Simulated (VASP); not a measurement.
# Be (P6/mmm) in VASP: further runs

The runs below take Be through single point, with PBEsol.

Everything below comes from runs of VASP 6.6.1. Logs are shortened: lines on timing, memory, paths and dates and some standing lists are left out, and cuts for length are marked.

### Step 1. The cell of the first run

It takes space group P6/mmm (No. 191, hexagonal). Conventional cell: a = 2.660 Å, b = 2.660 Å, c = 1.583 Å, α = 90.00°, β = 90.00°, γ = 120.00°. Within 2.1 Å of Be (site symmetry 6/mmm) lie 14 Be at 1.58 to 1.73 Å. Within 2.0 Å of Be (site symmetry -6m2) lie 11 Be at 1.54 to 1.73 Å.

### Step 2. Single point, PBEsol

File INCAR:

```
PREC = Accurate
ENCUT = 520
EDIFF = 1E-6
ISMEAR = -1
SIGMA = 0.05
LREAL = False
LASPH = True
NELM = 100
ALGO = Normal
ISIF = 2
LWAVE = False
LCHARG = False
GGA = PS
NBANDS = 10
```

File KPOINTS:

```
Automatic mesh
0
Gamma
  14 14 19
```

File POSCAR:

```
Be
1.0
    2.6597125869      0.0000000000      0.0000000000
   -1.3298562934      2.3033786670      0.0000000000
    0.0000000000      0.0000000000      1.5831664552
Be
3
Direct
    0.0000000000      0.0000000000      0.0000000000
    0.3333333333      0.6666666667      0.5000000000
    0.6666666667      0.3333333333      0.5000000000
```

Potentials or basis: VASP PAW PBE potentials, release 64 (Be).

Command:

```
cat potpaw_PBE.64/Be/POTCAR > POTCAR
mpirun -np 1 vasp_std > vasp.out
```

OUTCAR:

```text
PREC = Accurate
   ENCUT = 520
   EDIFF = 1E-6
   ISMEAR = -1
   LREAL = False
   LASPH = True
   NELM = 100
   ISIF = 2
   GGA = PS

 ion  position               nearest neighbor table
   1  0.000  0.000  0.000-   2 1.73   3 1.73   2 1.73   3 1.73   2 1.73   2 1.73   3 1.73   3 1.73
                             3 1.73   3 1.73   2 1.73   2 1.73
   2  0.333  0.667  0.500-   3 1.54   3 1.54   3 1.54   1 1.73   1 1.73   1 1.73   1 1.73   1 1.73
                             1 1.73   3 2.21   3 2.21   3 2.21   3 2.21   3 2.21   3 2.21
   3  0.667  0.333  0.500-   2 1.54   2 1.54   2 1.54   1 1.73   1 1.73   1 1.73   1 1.73   1 1.73
                             1 1.73   2 2.21   2 2.21   2 2.21   2 2.21   2 2.21   2 2.21

  LATTYP: Found a hexagonal cell.
 ALAT       =     2.6597125869
 C/A-ratio  =     0.5952396748

  Lattice vectors:

 A1 = (   2.6597125869,   0.0000000000,   0.0000000000)
 A2 = (  -1.3298562934,   2.3033786670,   0.0000000000)
 A3 = (   0.0000000000,   0.0000000000,   1.5831664552)

Analysis of symmetry for initial positions (statically):
=====================================================================
 Subroutine PRICEL returns:
 Original cell was already a primitive cell.

 Routine SETGRP: Setting up the symmetry group for a
 hexagonal supercell.

 Subroutine GETGRP returns: Found 24 space group operations
 (whereof 24 operations were pure point group operations)
 out of a pool of 24 trial point group operations.

The static configuration has the point symmetry D_6h.

Analysis of symmetry for dynamics (positions and initial velocities):
=====================================================================
 Subroutine PRICEL returns:
 Original cell was already a primitive cell.

 Routine SETGRP: Setting up the symmetry group for a
 hexagonal supercell.

 Subroutine GETGRP returns: Found 24 space group operations
 (whereof 24 operations were pure point group operations)
 out of a pool of 24 trial point group operations.

The dynamic configuration has the point symmetry D_6h.

 Subroutine INISYM returns: Found 24 space group operations
 (whereof 24 operations are pure point group operations),
 and found     1 'primitive' translations

----------------------------------------------------------------------------------------

                                     Primitive cell

  volume of cell :       9.6990

  direct lattice vectors                    reciprocal lattice vectors
     2.659712587  0.000000000  0.000000000     0.375980474  0.217072428  0.000000000
    -1.329856293  2.303378667  0.000000000     0.000000000  0.434144856  0.000000000
     0.000000000  0.000000000  1.583166455     0.000000000  0.000000000  0.631645521

  length of vectors
     2.659712587  2.659712587  1.583166455     0.434144856  0.434144856  0.631645521

  position of ions in fractional coordinates (direct lattice)
     0.000000000  0.000000000  0.000000000
     0.333333333  0.666666667  0.500000000
     0.666666667  0.333333333  0.500000000

  ion indices of the primitive-cell ions
   primitive index   ion index
                 1           1
                 2           2
                 3           3

----------------------------------------------------------------------------------------

 KPOINTS: Automatic mesh

Automatic generation of k-mesh.
 Grid dimensions read from file:
 generate k-points for:   14   14   19

 Generating k-lattice:

  Cartesian coordinates                     Fractional coordinates (reciprocal lattice)
     0.026855748  0.015505173  0.000000000     0.071428571  0.000000000  0.000000000
     0.000000000  0.031010347  0.000000000     0.000000000  0.071428571  0.000000000
     0.000000000  0.000000000  0.033244501     0.000000000  0.000000000  0.052631579

  Length of vectors
     0.031010347  0.031010347  0.033244501

  Shift w.r.t. Gamma in fractional coordinates (k-lattice)
     0.000000000  0.000000000  0.000000000

 Subroutine IBZKPT returns following result:
 ===========================================

 Found    240 irreducible k-points:

 Following reciprocal coordinates:
            Coordinates               Weight
  0.000000  0.000000  0.000000      1.000000
  0.071429  0.000000  0.000000      6.000000
  0.142857  0.000000  0.000000      6.000000
  0.214286 -0.000000  0.000000      6.000000
  0.285714 -0.000000  0.000000      6.000000
  0.357143  0.000000  0.000000      6.000000
[... 16 lines left out ...]
  0.285714  0.285714  0.000000      6.000000
  0.357143  0.285714  0.000000      6.000000
 [... further k-points ...]
   k-points           NKPTS =    240   k-points in BZ     NKDIM =    240   number of bands    NBANDS=     10
   number of dos      NEDOS =    301   number of ions     NIONS =      3
   total plane-waves  NPLWV =   4800
   dimension x,y,z NGX =    20 NGY =   20 NGZ =   12
   dimension x,y,z NGXF=    40 NGYF=   40 NGZF=   24
   ions per type =               3
   NGX,Y,Z   is equivalent  to a cutoff of  12.50, 12.50, 12.60 a.u.
   NGXF,Y,Z  is equivalent  to a cutoff of  25.00, 25.00, 25.20 a.u.
 SYSTEM =  unknown system
   PREC   = accura    normal or accurate (medium, high low for compatibility)
   ISTART =      0    job   : 0-new  1-cont  2-samecut
   ICHARG =      2    charge: 1-file 2-atom 10-const
   ISPIN  =      1    spin polarized calculation?
   LNONCOLLINEAR =      F non collinear calculations
   LSORBIT =      F    spin-orbit coupling
   LASPH  =      T    aspherical Exc in radial PAW
   ENCUT  =  520.0 eV  38.22 Ry    6.18 a.u.   4.95  4.95  2.94*2*pi/ulx,y,z
   NELM   =    100;   NELMIN=  2; NELMDL= -5     # of ELM steps
   EDIFF  = 0.1E-05   stopping-criterion for ELM
   LREAL  =      F    real-space projection
   EDIFFG = 0.1E-04   stopping-criterion for IOM
   NSW    =      0    number of steps for IOM
   IBRION =     -1    ionic relax: 0-MD 1-quasi-New 2-CG
   NFREE  =      0    steps in history (QN), initial steepest desc. (CG)
   ISIF   =      2    stress and relaxation
   ISYM   =      2    0-nonsym 1-usesym 2-fastsym
   POTIM  = 0.5000    time-step for ionic-motion
   TEBEG  =    0.0;   TEEND  =   0.0 temperature during run
   PSTRESS=    0.0 pullay stress
   NELECT =       6.0000    total number of electrons
   NUPDOWN=      -1.0000    fix difference up-down
   EMIN   =  10.00;   EMAX   =-10.00  energy-range for DOS
   EFERMI =   0.00;   METHOD = LEGACY
   ISMEAR =    -1;   SIGMA  =   0.05  broadening in eV -4-tet -1-fermi 0-gaus
   EFERMI_NEDOS =   21; number of points for ismear=-14 and -15
   IALGO  =     38    algorithm
   IMIX   =      4    mixing-type and parameters
     AMIX     =   0.40;   BMIX     =  1.00
     AMIX_MAG =   1.60;   BMIX_MAG =  1.00
  volume/ion in A,a.u.               =       3.23        21.82
  Fermi-wavevector in a.u.,A,eV,Ry     =   1.394921  2.636019 26.474290  1.945805
  Thomas-Fermi vector in A             =   2.518423
   LORBIT       =      0    0 simple, 1 ext, 2 COOP (PROOUT), +10 PAW based schemes
   GGA     = PS    functional components
   LHFCALC =     F    Hartree Fock is set to
   AEXX    =    0.0000 exact exchange contribution
   IVDW    =     0    specifies the selected vdW correction
   LEPSILON=     F    determine dielectric tensor
   LRPA    =     F    only Hartree local field effects (RPA)
 non-spin polarized calculation
  energy-cutoff  :      520.00
  volume of cell :        9.70
 maximum number of plane-waves:       275
 NGX is ok and might be reduce to    20
   NGX =  9   NGY =  9   NGZ =  5

 number of electron       6.0000000 magnetization

 Free energy of the ion-electron system (eV)
  ---------------------------------------------------
  ext. energy  EPLUGINS =         0.00000000
  ---------------------------------------------------
  free energy    TOTEN  =        -0.66276679 eV

  energy without entropy =       -0.66020716  energy(sigma->0) =       -0.66148698

 E-fermi :  18.6117     XC(G=0): -13.9765

 val. band max:       18.5999386934   @ k =   0.4286   0.0714   0.3684
 cond. band min:      18.6117113353   @ k =   0.2857  -0.0000   0.4737
 fundamental gap:      0.0117726419
 Fermi energy:        18.6116871135

 k-point     1 :       0.0000    0.0000    0.0000
  band No.  band energies     occupation
      1       1.3796      2.00000
      2      14.8228      2.00000
      3      14.8228      2.00000
      4      15.1552      2.00000
      5      15.1552      2.00000
      6      33.1964      0.00000
      7      35.1866      0.00000
      8      41.0024      0.00000
      9      57.0079      0.00000
     10      57.0079      0.00000

 k-point     2 :       0.0714    0.0000    0.0000
  band No.  band energies     occupation
      1       1.4351      2.00000
      2      13.0183      2.00000
      3      13.1337      2.00000
      4      16.9735      2.00000
      5      17.1252      2.00000
      6      33.4552      0.00000
      7      35.3197      0.00000
      8      41.1368      0.00000
      9      56.1404      0.00000
     10      56.4389      0.00000

 k-point     3 :       0.1429    0.0000    0.0000
  band No.  band energies     occupation
      1       1.6027      2.00000
      2      11.1552      2.00000
      3      11.5711      2.00000
      4      18.8418      0.01986
      5      19.5297      0.00000
      6      34.2351      0.00000
      7      35.7416      0.00000
      8      41.5396      0.00000
      9      54.1122      0.00000
     10      54.5878      0.00000
[... 248 lines left out ...]
 k-point    23 :       0.2857    0.2857    0.0000
  band No.  band energies     occupation
      1       4.1932      2.00000
      2       5.7797      2.00000
      3       5.9340      2.00000
      4      28.6357      0.00000
      5      28.9278      0.00000
      6      34.5327      0.00000
      7      43.5978      0.00000
      8      44.4236      0.00000
      9      47.2454      0.00000
     10      47.2840      0.00000

 k-point    24 :       0.3571    0.2857    0.0000
  band No.  band energies     occupation
      1       4.8872      2.00000
      2       5.0474      2.00000
      3       5.7723      2.00000
      4      28.8893      0.00000
      5      31.5295      0.00000
      6      31.5319      0.00000
      7      45.1154      0.00000
      8      45.1273      0.00000
      9      46.3233      0.00000
     10      48.8578      0.00000

 [... further k-points ...]

------------------------ aborting loop because EDIFF is reached ----------------------------------------

  FORCE on cell =-STRESS in cart. coord.  units (eV):
  Direction    XX          YY          ZZ          XY          YZ          ZX
  --------------------------------------------------------------------------------------
  -------------------------------------------------------------------------------------
  Total       28.8329660     28.8329660     28.8252897      0.0000000      0.0000000      0.0000000
  in kB     4762.9198671   4762.9198670   4761.6518118      0.0000001      0.0000000      0.0000000
  external PRESSURE =    4762.4971820 kB  Pullay stress =       0.0000000 kB

 VOLUME and BASIS-vectors are now :
 -----------------------------------------------------------------------------
  energy-cutoff  :      520.00
  volume of cell :        9.70
      direct lattice vectors                 reciprocal lattice vectors
     2.659712587  0.000000000  0.000000000     0.375980474  0.217072428  0.000000000
    -1.329856293  2.303378667  0.000000000     0.000000000  0.434144856  0.000000000
     0.000000000  0.000000000  1.583166455     0.000000000  0.000000000  0.631645521

 POSITION                                       TOTAL-FORCE (eV/Angst)
 -----------------------------------------------------------------------------------
      0.00000      0.00000      0.00000         0.000000      0.000000      0.000000
     -0.00000      1.53559      0.79158        -0.000000      0.000000     -0.000000
      1.32986      0.76779      0.79158         0.000000     -0.000000      0.000000
 -----------------------------------------------------------------------------------
    total drift:                               -0.000000      0.000000      0.000000

  FREE ENERGIE OF THE ION-ELECTRON SYSTEM (eV)
  ---------------------------------------------------
  free  energy   TOTEN  =        -0.6627667917 eV

  energy  without entropy=       -0.6602071584  energy(sigma->0) =       -0.66148698
```

Run time: 12 s. Hardware: 1 thread of AMD EPYC 7R13 (Zen 3), shared host; peak memory 0.1 GiB.

Results:

```
Free energy            : -0.6628 eV
Pressure               : 476.2 GPa
Band gap on the k mesh : zero (band 3 reaches 25.57 eV, above the bottom of band 4 at 15.16 eV)
```

Stress tensor (GPa, compression positive):
```
476.29   0.00   0.00
  0.00 476.29   0.00
  0.00   0.00 476.17
```

Levels at points of the mesh, in eV from the Fermi level:
```
           k point  band 1  band 2  band 3  band 4  band 5  band 6  band 7  band 8
(0.00, 0.00, 0.00)  -17.23   -3.79   -3.79   -3.46   -3.46   14.58   16.57   22.39
(0.50, 0.00, 0.00)  -14.32  -14.21  -10.60    4.66   16.81   17.11   22.91   23.34
```

Caveat: the PAW data sets were made with another functional, which shifts forces and pressure a little.

### Step 3. Single point, PBEsol

File INCAR:

```
SYSTEM = Be
ALGO = Normal
EDIFF = 1E-6
ENCUT = 520
GGA = PS
ISIF = 2
ISMEAR = -1
LASPH = .True.
LCHARG = .True.
LELF = .True.
LREAL = .False.
LVHAR = .True.
LWAVE = .False.
NBANDS = 10
NELM = 100
PREC = Accurate
SIGMA = 0.05
```

File KPOINTS:

```
k-points
0
Gamma
  14 14 19
  0 0 0
```

File POSCAR:

```
Be
1.0
    2.6589386519      0.0000000000      0.0000000000
   -1.3294693259      2.3027084196      0.0000000000
    0.0000000000      0.0000000000      1.5825320707
Be
3
Direct
    0.0000000000      0.0000000000      0.0000000000
    0.3333333333      0.6666666667      0.5000000000
    0.6666666667      0.3333333333      0.5000000000
```

Potentials or basis: VASP PAW PBE potentials, release 64 (Be).

Command:

```
cat potpaw_PBE.64/Be/POTCAR > POTCAR
mpirun -np 1 vasp_std > vasp.out
```

Wall time 12 s (1 thread of AMD EPYC 7R13 (Zen 3), shared host); peak memory 0.1 GiB.

It converged, with:

- Free energy: -0.6344 eV
- Pressure: 477.5 GPa
- Band gap on the k mesh: zero (band 3 reaches 25.60 eV, above the bottom of band 4 at 15.17 eV)

Levels at points of the mesh, in eV from the Fermi level:
```
           k point  band 1  band 2  band 3  band 4  band 5  band 6  band 7
(0.00, 0.00, 0.00)  -17.24   -3.79   -3.79   -3.46   -3.46   14.60   16.59
(0.50, 0.00, 0.00)  -14.32  -14.21  -10.61    4.67   16.82   17.11   22.93
```

Caveat: the PAW data sets were made with another functional, which shifts forces and pressure a little.
